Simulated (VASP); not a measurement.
# AlN (P6_3mc) in VASP: notebook, part 3 of 3

VASP 6.6.1. Earlier steps stand in the parts before.

## (5) Single point, PBE

Contents of INCAR:

```
PREC = Accurate ; ENCUT = 600
EDIFF = 1E-6 ; ISMEAR = 0
SIGMA = 0.05 ; LREAL = False
LASPH = True ; NELM = 120
ALGO = Normal ; ISIF = 2
LWAVE = False ; LCHARG = False
GGA = PE ; NBANDS = 16
GGA_COMPAT = False
```

Contents of KPOINTS:

```
regular mesh
0
Gamma
  8 8 6
```

Contents of POSCAR:

```
AlN
1.0
    3.1107606290      0.0000000000      0.0000000000
   -1.5553803145      2.6939977298      0.0000000000
    0.0000000000      0.0000000000      4.9787706144
Al N
2 2
Direct
    0.3333333333      0.6666666667      0.0015708995
    0.6666666667      0.3333333333      0.5015708995
    0.3333333333      0.6666666667      0.3834291005
    0.6666666667      0.3333333333      0.8834291005
```

Potentials or basis: VASP PAW PBE potentials, release 64 (Al, N).

On the command line:

```console
cat potpaw_PBE.64/Al/POTCAR potpaw_PBE.64/N/POTCAR > POTCAR
mpirun -np 1 vasp_std > vasp.out
```

OUTCAR:

```text
PREC = Accurate
   ENCUT = 600
   EDIFF = 1E-6
   ISMEAR = 0
   LREAL = False
   LASPH = True
   NELM = 120
   ISIF = 2
   GGA = PE

 ion  position               nearest neighbor table
   1  0.333  0.667  0.002-   4 1.89   4 1.89   4 1.89   3 1.90   2 3.07   2 3.07   2 3.07   2 3.07
                             2 3.07   2 3.07
   2  0.667  0.333  0.502-   3 1.89   3 1.89   3 1.89   4 1.90   1 3.07   1 3.07   1 3.07   1 3.07
                             1 3.07   1 3.07
   3  0.333  0.667  0.383-   2 1.89   2 1.89   2 1.89   1 1.90
   4  0.667  0.333  0.883-   1 1.89   1 1.89   1 1.89   2 1.90

  LATTYP: Found a hexagonal cell.
 ALAT       =     3.1107606290
 C/A-ratio  =     1.6004994303

  Lattice vectors:

 A1 = (   3.1107606290,   0.0000000000,   0.0000000000)
 A2 = (  -1.5553803145,   2.6939977298,   0.0000000000)
 A3 = (   0.0000000000,   0.0000000000,   4.9787706144)

Analysis of symmetry for initial positions (statically):
=====================================================================
 Subroutine PRICEL returns:
 Original cell was already a primitive cell.

 Routine SETGRP: Setting up the symmetry group for a
 hexagonal supercell.

 Subroutine GETGRP returns: Found 12 space group operations
 (whereof  6 operations were pure point group operations)
 out of a pool of 24 trial point group operations.

The static configuration has the point symmetry C_3v.
 The point group associated with its full space group is C_6v.

Analysis of symmetry for dynamics (positions and initial velocities):
=====================================================================
 Subroutine PRICEL returns:
 Original cell was already a primitive cell.

 Routine SETGRP: Setting up the symmetry group for a
 hexagonal supercell.

 Subroutine GETGRP returns: Found 12 space group operations
 (whereof  6 operations were pure point group operations)
 out of a pool of 24 trial point group operations.

The dynamic configuration has the point symmetry C_3v.
 The point group associated with its full space group is C_6v.

 Subroutine INISYM returns: Found 12 space group operations
 (whereof  6 operations are pure point group operations),
 and found     1 'primitive' translations

----------------------------------------------------------------------------------------

                                     Primitive cell

  volume of cell :      41.7240

  direct lattice vectors                    reciprocal lattice vectors
     3.110760629  0.000000000  0.000000000     0.321464786  0.185597781  0.000000000
    -1.555380315  2.693997730  0.000000000     0.000000000  0.371195562  0.000000000
     0.000000000  0.000000000  4.978770614     0.000000000  0.000000000  0.200852796

  length of vectors
     3.110760629  3.110760629  4.978770614     0.371195562  0.371195562  0.200852796

  position of ions in fractional coordinates (direct lattice)
     0.333333333  0.666666667  0.001570900
     0.666666667  0.333333333  0.501570900
     0.333333333  0.666666667  0.383429101
     0.666666667  0.333333333  0.883429101

  ion indices of the primitive-cell ions
   primitive index   ion index
                 1           1
[... 28 lines left out ...]
 Found     40 irreducible k-points:

 Following reciprocal coordinates:
            Coordinates               Weight
  0.000000  0.000000  0.000000      1.000000
  0.125000  0.000000  0.000000      6.000000
  0.250000  0.000000  0.000000      6.000000
  0.375000  0.000000  0.000000      6.000000
  0.500000  0.000000  0.000000      3.000000
  0.125000  0.125000  0.000000      6.000000
[... 16 lines left out ...]
  0.250000  0.000000  0.333333     12.000000
  0.375000  0.000000  0.333333     12.000000
 [... further k-points ...]
   k-points           NKPTS =     40   k-points in BZ     NKDIM =     40   number of bands    NBANDS=     16
   number of dos      NEDOS =    301   number of ions     NIONS =      4
   total plane-waves  NPLWV =  31360
   dimension x,y,z NGX =    28 NGY =   28 NGZ =   40
   dimension x,y,z NGXF=    56 NGYF=   56 NGZF=   80
   ions per type =               2   2
   NGX,Y,Z   is equivalent  to a cutoff of  14.96, 14.96, 13.36 a.u.
   NGXF,Y,Z  is equivalent  to a cutoff of  29.93, 29.93, 26.71 a.u.
 SYSTEM =  unknown system
   PREC   = accura    normal or accurate (medium, high low for compatibility)
   ISTART =      0    job   : 0-new  1-cont  2-samecut
   ICHARG =      2    charge: 1-file 2-atom 10-const
   ISPIN  =      1    spin polarized calculation?
   LNONCOLLINEAR =      F non collinear calculations
   LSORBIT =      F    spin-orbit coupling
   LASPH  =      T    aspherical Exc in radial PAW
   ENCUT  =  600.0 eV  44.10 Ry    6.64 a.u.   6.21  6.21  9.94*2*pi/ulx,y,z
   NELM   =    120;   NELMIN=  2; NELMDL= -5     # of ELM steps
   EDIFF  = 0.1E-05   stopping-criterion for ELM
   LREAL  =      F    real-space projection
   EDIFFG = 0.1E-04   stopping-criterion for IOM
   NSW    =      0    number of steps for IOM
   IBRION =     -1    ionic relax: 0-MD 1-quasi-New 2-CG
   NFREE  =      0    steps in history (QN), initial steepest desc. (CG)
   ISIF   =      2    stress and relaxation
   ISYM   =      2    0-nonsym 1-usesym 2-fastsym
   POTIM  = 0.5000    time-step for ionic-motion
   TEBEG  =    0.0;   TEEND  =   0.0 temperature during run
   PSTRESS=    0.0 pullay stress
   NELECT =      16.0000    total number of electrons
   NUPDOWN=      -1.0000    fix difference up-down
   EMIN   =  10.00;   EMAX   =-10.00  energy-range for DOS
   EFERMI =   0.00;   METHOD = LEGACY
   ISMEAR =     0;   SIGMA  =   0.05  broadening in eV -4-tet -1-fermi 0-gaus
   EFERMI_NEDOS =   21; number of points for ismear=-14 and -15
   IALGO  =     38    algorithm
   IMIX   =      4    mixing-type and parameters
     AMIX     =   0.40;   BMIX     =  1.00
     AMIX_MAG =   1.60;   BMIX_MAG =  1.00
  volume/ion in A,a.u.               =      10.43        70.39
  Fermi-wavevector in a.u.,A,eV,Ry     =   1.189377  2.247597 19.247040  1.414617
  Thomas-Fermi vector in A             =   2.325486
   LORBIT       =      0    0 simple, 1 ext, 2 COOP (PROOUT), +10 PAW based schemes
   GGA     = PE    functional components
   LHFCALC =     F    Hartree Fock is set to
   AEXX    =    0.0000 exact exchange contribution
   IVDW    =     0    specifies the selected vdW correction
   LEPSILON=     F    determine dielectric tensor
   LRPA    =     F    only Hartree local field effects (RPA)
 non-spin polarized calculation
 Gauss-broadening in eV      SIGMA  =   0.05
  energy-cutoff  :      600.00
  volume of cell :       41.72
 maximum number of plane-waves:      1412
 NGX is ok and might be reduce to    28

 number of electron      16.0000000 magnetization

 Free energy of the ion-electron system (eV)
  ---------------------------------------------------
  ext. energy  EPLUGINS =         0.00000000
  ---------------------------------------------------
  free energy    TOTEN  =       -29.77372924 eV

  energy without entropy =      -29.77372924  energy(sigma->0) =      -29.77372924

 E-fermi :   6.4085     XC(G=0): -10.9152

 val. band max:        6.1685049274   @ k =   0.0000   0.0000   0.0000
 cond. band min:      10.3817096925   @ k =   0.0000   0.0000   0.0000
 fundamental gap:      4.2132047651
 Fermi energy:         6.4084647869

 k-point     1 :       0.0000    0.0000    0.0000
  band No.  band energies     occupation
      1      -9.0315      2.00000
      2      -6.8799      2.00000
      3       0.1675      2.00000
      4       5.2951      2.00000
      5       5.2951      2.00000
      6       5.9470      2.00000
[... 433 lines left out ...]
      3       0.8781      2.00000
      4       1.5172      2.00000
      5       3.7398      2.00000
      6       4.4972      2.00000
[... 8 lines left out ...]
     15      18.4027      0.00000
     16      20.3140      0.00000

 [... further k-points ...]

------------------------ aborting loop because EDIFF is reached ----------------------------------------

  FORCE on cell =-STRESS in cart. coord.  units (eV):
  Direction    XX          YY          ZZ          XY          YZ          ZX
  --------------------------------------------------------------------------------------
  -------------------------------------------------------------------------------------
  Total        0.9447782      0.9447782      1.0012407      0.0000000      0.0000000     -0.0000000
  in kB       36.2789350     36.2789350     38.4470586      0.0000000      0.0000000     -0.0000000
  external PRESSURE =      37.0016429 kB  Pullay stress =       0.0000000 kB

 VOLUME and BASIS-vectors are now :
 -----------------------------------------------------------------------------
  energy-cutoff  :      600.00
  volume of cell :       41.72
      direct lattice vectors                 reciprocal lattice vectors
     3.110760629  0.000000000  0.000000000     0.321464786  0.185597781  0.000000000
    -1.555380315  2.693997730  0.000000000     0.000000000  0.371195562  0.000000000
     0.000000000  0.000000000  4.978770614     0.000000000  0.000000000  0.200852796

 POSITION                                       TOTAL-FORCE (eV/Angst)
 -----------------------------------------------------------------------------------
     -0.00000      1.79600      0.00782         0.000000      0.000000     -0.006309
      1.55538      0.89800      2.49721        -0.000000     -0.000000     -0.006309
     -0.00000      1.79600      1.90901         0.000000     -0.000000      0.006309
      1.55538      0.89800      4.39839        -0.000000      0.000000      0.006309
 -----------------------------------------------------------------------------------
    total drift:                               -0.000000     -0.000000      0.000687

  FREE ENERGIE OF THE ION-ELECTRON SYSTEM (eV)
  ---------------------------------------------------
  free  energy   TOTEN  =       -29.7737292442 eV

  energy  without entropy=      -29.7737292442  energy(sigma->0) =      -29.77372924
```

OSZICAR:

```text
N       E                     dE             d eps       ncg     rms          rms(c)
DAV:   1     0.514385252589E+02    0.51439E+02   -0.79416E+03  1280   0.100E+03
DAV:   2    -0.303121017063E+02   -0.81751E+02   -0.74971E+02  1840   0.213E+02
DAV:   3    -0.345006818697E+02   -0.41886E+01   -0.41758E+01  1656   0.518E+01
DAV:   4    -0.345263554403E+02   -0.25674E-01   -0.25672E-01  1608   0.431E+00
DAV:   5    -0.345266795866E+02   -0.32415E-03   -0.32415E-03  1640   0.479E-01    0.122E+01
DAV:   6    -0.297573524924E+02    0.47693E+01   -0.10653E+01  1592   0.249E+01    0.413E+00
DAV:   7    -0.297855768351E+02   -0.28224E-01   -0.72636E-01  1384   0.604E+00    0.293E+00
DAV:   8    -0.297782363059E+02    0.73405E-02   -0.60683E-02  1440   0.241E+00    0.572E-01
DAV:   9    -0.297731996233E+02    0.50367E-02   -0.11814E-02  1712   0.828E-01    0.246E-01
DAV:  10    -0.297738340865E+02   -0.63446E-03   -0.24826E-03  1392   0.316E-01    0.140E-01
DAV:  11    -0.297737256822E+02    0.10840E-03   -0.24338E-04  1512   0.125E-01    0.325E-02
DAV:  12    -0.297737293270E+02   -0.36448E-05   -0.14136E-05  1488   0.293E-02    0.794E-03
DAV:  13    -0.297737292442E+02    0.82819E-07   -0.54927E-06  1480   0.194E-02
   1 F= -.29773729E+02 E0= -.29773729E+02  d E =-.729904E-14
```

It took 28 s on 1 thread of Intel Xeon Platinum 8375C at 2.90GHz (Ice Lake), shared host; peak memory 0.18 GiB.

Results:

| Property | Result |
| --- | --- |
| Free energy | -29.7737 eV |
| Pressure | 3.7 GPa |
| Largest force | 0.006 eV/Å |
| Band gap on the k mesh | 4.21 eV, direct |

Forces in eV/Å, atoms in the order of the input:
```
Al   0.000  0.000 -0.006
Al   0.000  0.000 -0.006
N    0.000  0.000  0.006
N    0.000  0.000  0.006
```

Stress tensor (GPa, compression positive):
```
3.63 0.00 0.00
0.00 3.63 0.00
0.00 0.00 3.84
```

## (6) Overview

| level | cell | k mesh | cutoff (eV) | grid for exact exchange (PRECFOCK) | gap on the mesh (eV) | pressure (GPa) | largest force (eV/Å) |
| --- | --- | --- | --- | --- | --- | --- | --- |
| PBE | a = 3.111, b = 3.111, c = 4.979 Å, angles 90.0, 90.0, 120.0°, 4 atoms | 6 × 6 × 4 | 520 | - | 4.21 | 3.8 | 0.01 |
| PBE0+D4 | a = 3.111, b = 3.111, c = 4.979 Å, angles 90.0, 90.0, 120.0°, 4 atoms | 6 × 6 × 4 | 520 | Normal | 6.30 | -5.8 | - |
| PBE | a = 3.111, b = 3.111, c = 4.978 Å, angles 90.0, 90.0, 120.0°, 4 atoms | 8 × 8 × 6 | 600 | - | 4.17 | 3.7 | 0.18 |
| PBE | a = 3.111, b = 3.111, c = 4.979 Å, angles 90.0, 90.0, 120.0°, 4 atoms | 8 × 8 × 6 | 600 | - | 4.21 | 3.7 | 0.01 |

Some of these runs hold the atoms at other places in the same cell, which the table doesn't show; runs alike in all that it shows share one row.

Alike in all rows: task single point; potentials or basis VASP PAW PBE potentials, release 64 (Al, N); no spin polarisation; smearing gaussian 0.05 eV.

On the cell as given the gap runs from 4.17 eV (PBE) to 6.30 eV (PBE0+D4); the meshes differ, which moves gaps too. The pressure there spans -5.8 GPa (PBE0+D4) to 3.8 GPa (PBE); a positive pressure means that this level wants a larger cell, a negative one a smaller.

Caveats: the PAW data sets were made with another functional, which shifts forces and pressure a little (some runs).

Total energies depend on the potentials used, so only differences within one code and one set of settings carry meaning.
